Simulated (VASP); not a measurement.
# MgCdTe3 (P6/mmm) in VASP: further runs

Runs on MgCdTe3. Level: PBE. Tasks: single point.

All numbers are computed with VASP 6.6.1; they aren't measurements. Logs are shortened: lines on timing, memory, paths and dates and some standing lists are left out, and cuts for length are marked.

## Step 1: The cell of the first run

It takes space group P6/mmm (No. 191, hexagonal). Conventional cell: a = 6.081 Å, b = 6.081 Å, c = 5.534 Å, α = 90.00°, β = 90.00°, γ = 120.00°. Within 3.6 Å of Mg (site symmetry 6/mmm) lie 2 Cd at 2.77 Å. Cd (site symmetry 6/mmm) has 2 Mg at 2.77 Å and 6 Te at 3.04 Å within 3.6 Å. Te (site symmetry mmm) has 4 Te at 3.04 Å and 2 Cd at 3.04 Å and 4 Mg at 4.11 Å within 4.2 Å.

The cell was generated, and may not be a known phase.

## Step 2: Single point, PBE

Input file INCAR:

```
  ALGO = Normal
  EDIFF = 1E-6
  ENCUT = 520
  GGA = PE
  ISIF = 2
  ISMEAR = 0
  LASPH = True
  LCHARG = True
  LELF = True
  LREAL = False
  LVHAR = True
  LWAVE = False
  NBANDS = 24
  NELM = 100
  PREC = Accurate
  SIGMA = 0.1
```

Input file KPOINTS:

```
k-points
0
Gamma
  3 3 4
```

Input file POSCAR:

```
MgCdTe3
1.0
    6.0807551000      0.0000000000      0.0000000000
   -3.0403775500      5.2660883900      0.0000000000
    0.0000000000      0.0000000000      5.5339968100
Mg Cd Te
1 1 3
Direct
    0.0000000000      0.0000000000      0.5000000000
    0.0000000000      0.0000000000      0.0000000000
    0.5000000000      0.0000000000      0.0000000000
    0.0000000000      0.5000000000      0.0000000000
    0.5000000000      0.5000000000      0.0000000000
```

Potentials or basis: VASP PAW PBE potentials, release 64 (Mg, Cd, Te).

Launch:

```bash
cat potpaw_PBE.64/Mg/POTCAR potpaw_PBE.64/Cd/POTCAR potpaw_PBE.64/Te/POTCAR > POTCAR
mpirun -np 1 vasp_std > vasp.out
```

OUTCAR:

```text
EDIFF = 1E-6
   ENCUT = 520
   GGA = PE
   ISIF = 2
   ISMEAR = 0
   LASPH = True
   LREAL = False
   NELM = 100
   PREC = Accurate

 ion  position               nearest neighbor table
   1  0.000  0.000  0.500-   2 2.77   2 2.77
   2  0.000  0.000  0.000-   1 2.77   1 2.77   5 3.04   4 3.04   4 3.04   5 3.04   3 3.04   3 3.04

   3  0.500  0.000  0.000-   4 3.04   5 3.04   5 3.04   4 3.04   2 3.04   2 3.04
   4  0.000  0.500  0.000-   2 3.04   3 3.04   2 3.04   3 3.04   5 3.04   5 3.04
   5  0.500  0.500  0.000-   2 3.04   3 3.04   3 3.04   2 3.04   4 3.04   4 3.04

  LATTYP: Found a hexagonal cell.
 ALAT       =     6.0807551000
 C/A-ratio  =     0.9100838167

  Lattice vectors:

 A1 = (   6.0807551000,   0.0000000000,   0.0000000000)
 A2 = (  -3.0403775500,   5.2660883900,   0.0000000000)
 A3 = (   0.0000000000,   0.0000000000,   5.5339968100)

Analysis of symmetry for initial positions (statically):
=====================================================================
 Subroutine PRICEL returns:
 Original cell was already a primitive cell.

 Routine SETGRP: Setting up the symmetry group for a
 hexagonal supercell.

 Subroutine GETGRP returns: Found 24 space group operations
 (whereof 24 operations were pure point group operations)
 out of a pool of 24 trial point group operations.

The static configuration has the point symmetry D_6h.

Analysis of symmetry for dynamics (positions and initial velocities):
=====================================================================
 Subroutine PRICEL returns:
 Original cell was already a primitive cell.

 Routine SETGRP: Setting up the symmetry group for a
 hexagonal supercell.

 Subroutine GETGRP returns: Found 24 space group operations
 (whereof 24 operations were pure point group operations)
 out of a pool of 24 trial point group operations.

The dynamic configuration has the point symmetry D_6h.

 Subroutine INISYM returns: Found 24 space group operations
 (whereof 24 operations are pure point group operations),
 and found     1 'primitive' translations

----------------------------------------------------------------------------------------

                                     Primitive cell

  volume of cell :     177.2085

  direct lattice vectors                    reciprocal lattice vectors
     6.080755100  0.000000000  0.000000000     0.164453260  0.094947134  0.000000000
    -3.040377550  5.266088390  0.000000000     0.000000000  0.189894268  0.000000000
     0.000000000  0.000000000  5.533996810     0.000000000  0.000000000  0.180701225

  length of vectors
     6.080755100  6.080755099  5.533996810     0.189894268  0.189894268  0.180701225

  position of ions in fractional coordinates (direct lattice)
     0.000000000  0.000000000  0.500000000
     0.000000000  0.000000000  0.000000000
     0.500000000  0.000000000  0.000000000
     0.000000000  0.500000000  0.000000000
     0.500000000  0.500000000  0.000000000

  ion indices of the primitive-cell ions
   primitive index   ion index
                 1           1
                 2           2
                 3           3
                 4           4
                 5           5

----------------------------------------------------------------------------------------

 KPOINTS: k-points

Automatic generation of k-mesh.
 Grid dimensions read from file:
 generate k-points for:    3    3    4

 Generating k-lattice:

  Cartesian coordinates                     Fractional coordinates (reciprocal lattice)
     0.054817753  0.031649045  0.000000000     0.333333333  0.000000000  0.000000000
     0.000000000  0.063298089  0.000000000     0.000000000  0.333333333  0.000000000
     0.000000000  0.000000000  0.045175306     0.000000000  0.000000000  0.250000000

  Length of vectors
     0.063298089  0.063298089  0.045175306

  Shift w.r.t. Gamma in fractional coordinates (k-lattice)
     0.000000000  0.000000000  0.000000000

 Subroutine IBZKPT returns following result:
 ===========================================

 Found      9 irreducible k-points:

 Following reciprocal coordinates:
            Coordinates               Weight
  0.000000  0.000000  0.000000      1.000000
  0.333333  0.000000  0.000000      6.000000
  0.333333  0.333333  0.000000      2.000000
  0.000000  0.000000  0.250000      2.000000
  0.333333  0.000000  0.250000     12.000000
  0.333333  0.333333  0.250000      4.000000
  0.000000  0.000000  0.500000      1.000000
  0.333333  0.000000  0.500000      6.000000
  0.333333  0.333333  0.500000      2.000000
   k-points           NKPTS =      9   k-points in BZ     NKDIM =      9   number of bands    NBANDS=     24
   number of dos      NEDOS =    301   number of ions     NIONS =      5
   total plane-waves  NPLWV =  96768
   dimension x,y,z NGX =    48 NGY =   48 NGZ =   42
   dimension x,y,z NGXF=    96 NGYF=   96 NGZF=   84
   ions per type =               1   1   3
   NGX,Y,Z   is equivalent  to a cutoff of  13.12, 13.12, 12.62 a.u.
   NGXF,Y,Z  is equivalent  to a cutoff of  26.25, 26.25, 25.23 a.u.
 SYSTEM =  unknown system
   PREC   = accura    normal or accurate (medium, high low for compatibility)
   ISTART =      0    job   : 0-new  1-cont  2-samecut
   ICHARG =      2    charge: 1-file 2-atom 10-const
   ISPIN  =      1    spin polarized calculation?
   LNONCOLLINEAR =      F non collinear calculations
   LSORBIT =      F    spin-orbit coupling
   LASPH  =      T    aspherical Exc in radial PAW
   ENCUT  =  520.0 eV  38.22 Ry    6.18 a.u.  11.31 11.31 10.29*2*pi/ulx,y,z
   NELM   =    100;   NELMIN=  2; NELMDL= -5     # of ELM steps
   EDIFF  = 0.1E-05   stopping-criterion for ELM
   LREAL  =      F    real-space projection
   EDIFFG = 0.1E-04   stopping-criterion for IOM
   NSW    =      0    number of steps for IOM
   IBRION =     -1    ionic relax: 0-MD 1-quasi-New 2-CG
   NFREE  =      0    steps in history (QN), initial steepest desc. (CG)
   ISIF   =      2    stress and relaxation
   ISYM   =      2    0-nonsym 1-usesym 2-fastsym
   POTIM  = 0.5000    time-step for ionic-motion
   TEBEG  =    0.0;   TEEND  =   0.0 temperature during run
   PSTRESS=    0.0 pullay stress
   NELECT =      32.0000    total number of electrons
   NUPDOWN=      -1.0000    fix difference up-down
   EMIN   =  10.00;   EMAX   =-10.00  energy-range for DOS
   EFERMI =   0.00;   METHOD = LEGACY
   ISMEAR =     0;   SIGMA  =   0.10  broadening in eV -4-tet -1-fermi 0-gaus
   EFERMI_NEDOS =   21; number of points for ismear=-14 and -15
   IALGO  =     38    algorithm
   IMIX   =      4    mixing-type and parameters
     AMIX     =   0.40;   BMIX     =  1.00
     AMIX_MAG =   1.60;   BMIX_MAG =  1.00
  volume/ion in A,a.u.               =      35.44       239.17
  Fermi-wavevector in a.u.,A,eV,Ry     =   0.925330  1.748620 11.649792  0.856236
  Thomas-Fermi vector in A             =   2.051173
   LORBIT       =      0    0 simple, 1 ext, 2 COOP (PROOUT), +10 PAW based schemes
   GGA     = PE    functional components
   LHFCALC =     F    Hartree Fock is set to
   AEXX    =    0.0000 exact exchange contribution
   IVDW    =     0    specifies the selected vdW correction
   LEPSILON=     F    determine dielectric tensor
   LRPA    =     F    only Hartree local field effects (RPA)
 non-spin polarized calculation
 Gauss-broadening in eV      SIGMA  =   0.10
  energy-cutoff  :      520.00
  volume of cell :      177.21
 maximum number of plane-waves:      4809
 NGX is ok and might be reduce to    48
   NGX = 23   NGY = 23   NGZ = 21

 number of electron      32.0000005 magnetization

 Free energy of the ion-electron system (eV)
  ---------------------------------------------------
  ext. energy  EPLUGINS =         0.00000000
  ---------------------------------------------------
  free energy    TOTEN  =        -8.90924079 eV

  energy without entropy =       -8.83723035  energy(sigma->0) =       -8.87323557

 E-fermi :   3.3328     XC(G=0):  -8.1210

 val. band max:        3.3265118276   @ k =   0.3333   0.0000   0.2500
 cond. band min:       3.3370495521   @ k =   0.3333   0.3333   0.0000
 fundamental gap:      0.0105377245
 Fermi energy:         3.3328333729

 k-point     1 :       0.0000    0.0000    0.0000
  band No.  band energies     occupation
      1      -9.9877      2.00000
      2      -6.8395      2.00000
      3      -6.8395      2.00000
      4      -5.6139      2.00000
      5      -5.4588      2.00000
      6      -5.4588      2.00000
[... 16 lines left out ...]
     23       8.2240      0.00000
     24       8.3721      0.00000

 k-point     2 :       0.3333    0.0000    0.0000
  band No.  band energies     occupation
      1      -9.4889      2.00000
      2      -7.8910      2.00000
      3      -6.7097      2.00000
      4      -5.6891      2.00000
      5      -5.4720      2.00000
      6      -5.4625      2.00000
[... 16 lines left out ...]
     23       8.3990      0.00000
     24       8.7865      0.00000

 k-point     3 :       0.3333    0.3333    0.0000
  band No.  band energies     occupation
      1      -8.7235      2.00000
      2      -8.7235      2.00000
      3      -7.0333      2.00000
      4      -5.5822      2.00000
      5      -5.5415      2.00000
      6      -5.5415      2.00000
[... 16 lines left out ...]
     23       7.9372      0.00000
     24       7.9372      0.00000
[... 109 lines left out ...]
 k-point     8 :       0.3333    0.0000    0.5000
  band No.  band energies     occupation
      1      -9.4686      2.00000
      2      -7.8734      2.00000
      3      -6.6932      2.00000
      4      -5.6606      2.00000
      5      -5.4774      2.00000
      6      -5.4667      2.00000
[... 16 lines left out ...]
     23       8.5254      0.00000
     24       9.1658      0.00000

 k-point     9 :       0.3333    0.3333    0.5000
  band No.  band energies     occupation
      1      -8.7050      2.00000
      2      -8.7050      2.00000
      3      -7.0130      2.00000
      4      -5.5404      2.00000
      5      -5.5404      2.00000
      6      -5.5300      2.00000
[... 16 lines left out ...]
     23       7.6484      0.00000
     24       9.0489      0.00000

------------------------ aborting loop because EDIFF is reached ----------------------------------------

  FORCE on cell =-STRESS in cart. coord.  units (eV):
  Direction    XX          YY          ZZ          XY          YZ          ZX
  --------------------------------------------------------------------------------------
  -------------------------------------------------------------------------------------
  Total       10.9281779     10.9281779     -0.0631116      0.0000000      0.0000000      0.0000000
  in kB       98.8038291     98.8038291     -0.5706042      0.0000000      0.0000000      0.0000000
  external PRESSURE =      65.6790180 kB  Pullay stress =       0.0000000 kB

 VOLUME and BASIS-vectors are now :
 -----------------------------------------------------------------------------
  energy-cutoff  :      520.00
  volume of cell :      177.21
      direct lattice vectors                 reciprocal lattice vectors
     6.080755100  0.000000000  0.000000000     0.164453260  0.094947134  0.000000000
    -3.040377550  5.266088390  0.000000000     0.000000000  0.189894268  0.000000000
     0.000000000  0.000000000  5.533996810     0.000000000  0.000000000  0.180701225

 POSITION                                       TOTAL-FORCE (eV/Angst)
 -----------------------------------------------------------------------------------
      0.00000      0.00000      2.76700         0.000000      0.000000      0.000000
      0.00000      0.00000      0.00000        -0.000000      0.000000      0.000000
      3.04038      0.00000      0.00000         0.000000      0.000000      0.000000
     -1.52019      2.63304      0.00000        -0.000000      0.000000      0.000000
      1.52019      2.63304      0.00000         0.000000      0.000000      0.000000
 -----------------------------------------------------------------------------------
    total drift:                                0.000000      0.000000      0.000000

  FREE ENERGIE OF THE ION-ELECTRON SYSTEM (eV)
  ---------------------------------------------------
  free  energy   TOTEN  =        -8.9092407859 eV

  energy  without entropy=       -8.8372303480  energy(sigma->0) =       -8.87323557
```

It took 69 s on 1 thread of Intel Xeon 8259CL, shared host; peak memory 0.32 GiB.

Results:

```
Free energy            : -8.9092 eV
Pressure               : 6.6 GPa
Band gap on the k mesh : zero (bands 16 and 17 overlap by 0.72 eV)
```

Caveat: the k points lie up to 0.40 Å⁻¹ apart, too coarse for converged energies and pressures of a metal; semilocal functionals underestimate gaps, and a narrow one can read as zero; spin-orbit coupling is left out, which moves the levels of the heavy elements.

## Step 3: Single point, PBE

This run uses another cell than the first one, of 40.32 Å³/atom.

Input file INCAR:

```
ALGO = Normal ; EDIFF = 1E-6
ENCUT = 520 ; GGA = PE
ISIF = 2 ; ISMEAR = 0
LASPH = T ; LCHARG = F
LREAL = F ; LWAVE = F
NBANDS = 24 ; NELM = 100
PREC = Accurate ; SIGMA = 0.1
```

KPOINTS is that of step 2.

POSCAR: that of step 2 with these lines changed.

```diff
@@ -2,5 +2,5 @@
 1.0
-    6.0807551000      0.0000000000      0.0000000000
-   -3.0403775500      5.2660883900      0.0000000000
-    0.0000000000      0.0000000000      5.5339968100
+    6.5019145956      0.0000000000      0.0000000000
+   -3.2509572978      5.6308232130      0.0000000000
+    0.0000000000      0.0000000000      5.5061953301
 Mg Cd Te
```

Potentials or basis: VASP PAW PBE potentials, release 64 (Mg, Cd, Te).

Launch:

```bash
cat potpaw_PBE.64/Mg/POTCAR potpaw_PBE.64/Cd/POTCAR potpaw_PBE.64/Te/POTCAR > POTCAR
mpirun -np 1 vasp_std > vasp.out
```

OUTCAR:

```text
EDIFF = 1E-6
   ENCUT = 520
   GGA = PE
   ISIF = 2
   ISMEAR = 0
   LASPH = T
   LREAL = F
   NELM = 100
   PREC = Accurate

 ion  position               nearest neighbor table
   1  0.000  0.000  0.500-   2 2.75   2 2.75
   2  0.000  0.000  0.000-   1 2.75   1 2.75   5 3.25   4 3.25   4 3.25   5 3.25   3 3.25   3 3.25

   3  0.500  0.000  0.000-   4 3.25   5 3.25   5 3.25   4 3.25   2 3.25   2 3.25
   4  0.000  0.500  0.000-   2 3.25   3 3.25   2 3.25   3 3.25   5 3.25   5 3.25
[... 430 lines left out ...]
  --------------------------------------------------------------------------------------
  -------------------------------------------------------------------------------------
  Total        0.0684191      0.0684191     -0.0106040      0.0000000      0.0000000      0.0000000
  in kB        0.5437800      0.5437800     -0.0842784      0.0000000      0.0000000      0.0000000
  external PRESSURE =       0.3344272 kB  Pullay stress =       0.0000000 kB

 VOLUME and BASIS-vectors are now :
 -----------------------------------------------------------------------------
  energy-cutoff  :      520.00
  volume of cell :      201.59
      direct lattice vectors                 reciprocal lattice vectors
     6.501914596  0.000000000  0.000000000     0.153800851  0.088796963  0.000000000
    -3.250957298  5.630823213  0.000000000     0.000000000  0.177593926  0.000000000
     0.000000000  0.000000000  5.506195330     0.000000000  0.000000000  0.181613608

 POSITION                                       TOTAL-FORCE (eV/Angst)
 -----------------------------------------------------------------------------------
      0.00000      0.00000      2.75310        -0.000000      0.000000      0.000000
      0.00000      0.00000      0.00000        -0.000000      0.000000      0.000000
      3.25096      0.00000      0.00000        -0.000000      0.000000      0.000000
     -1.62548      2.81541      0.00000         0.000000      0.000000      0.000000
      1.62548      2.81541      0.00000         0.000000      0.000000      0.000000
 -----------------------------------------------------------------------------------
    total drift:                               -0.000000      0.000000      0.000000

  FREE ENERGIE OF THE ION-ELECTRON SYSTEM (eV)
  ---------------------------------------------------
  free  energy   TOTEN  =        -9.6072705526 eV

  energy  without entropy=       -9.5523731597  energy(sigma->0) =       -9.57982186
```

OSZICAR:

```text
N       E                     dE             d eps       ncg     rms          rms(c)
DAV:   1     0.165343997498E+03    0.16534E+03   -0.12246E+04   432   0.107E+03
DAV:   2     0.132556861191E+01   -0.16402E+03   -0.15346E+03   528   0.215E+02
DAV:   3    -0.998875908520E+01   -0.11314E+02   -0.11080E+02   536   0.560E+01
DAV:   4    -0.102200013429E+02   -0.23124E+00   -0.23116E+00   552   0.766E+00
DAV:   5    -0.102235096863E+02   -0.35083E-02   -0.35083E-02   600   0.105E+00    0.108E+01
DAV:   6    -0.963981973504E+01    0.58369E+00   -0.68406E-01   440   0.636E+00    0.706E+00
DAV:   7    -0.960901584449E+01    0.30804E-01   -0.16529E-01   480   0.183E+00    0.222E+00
DAV:   8    -0.960967535485E+01   -0.65951E-03   -0.49391E-02   480   0.116E+00    0.587E-01
DAV:   9    -0.960628104964E+01    0.33943E-02   -0.85887E-03   456   0.600E-01    0.167E-01
DAV:  10    -0.960694143433E+01   -0.66038E-03   -0.12102E-03   464   0.162E-01    0.816E-02
DAV:  11    -0.960724560764E+01   -0.30417E-03   -0.36736E-04   472   0.879E-02    0.199E-02
DAV:  12    -0.960726551840E+01   -0.19911E-04   -0.65093E-05   488   0.400E-02    0.138E-02
DAV:  13    -0.960726992644E+01   -0.44080E-05   -0.16278E-05   464   0.223E-02    0.442E-03
DAV:  14    -0.960727055259E+01   -0.62615E-06   -0.22208E-06   416   0.667E-03
   1 F= -.96072706E+01 E0= -.95798219E+01  d E =-.548974E-01
```

stdout:

```text
POSCAR found type information on POSCAR MgCdTe
 POSCAR found :  3 types and       5 ions
 scaLAPACK will be used
 LDA part: xc-table for (Slater+PW92), standard interpolation
 POSCAR, INCAR and KPOINTS ok, starting setup
 FFT: planning ... GRIDC
 FFT: planning ... GRID_SOFT
 FFT: planning ... GRID
 WAVECAR not read
 entering main loop
```

Run time: 58 s. Hardware: 1 thread of Intel Xeon 8259CL, shared host; peak memory 0.32 GiB.

What came out:

- Free energy: -9.6073 eV
- Pressure: 0.0 GPa
- Band gap on the k mesh: zero (bands 16 and 17 overlap by 1.37 eV)

Caveat: the k points lie up to 0.37 Å⁻¹ apart, too coarse for converged energies and pressures of a metal; spin-orbit coupling is left out, which moves the levels of the heavy elements.

The gap in the log of VASP goes by the Fermi energy; the results here count the filled bands.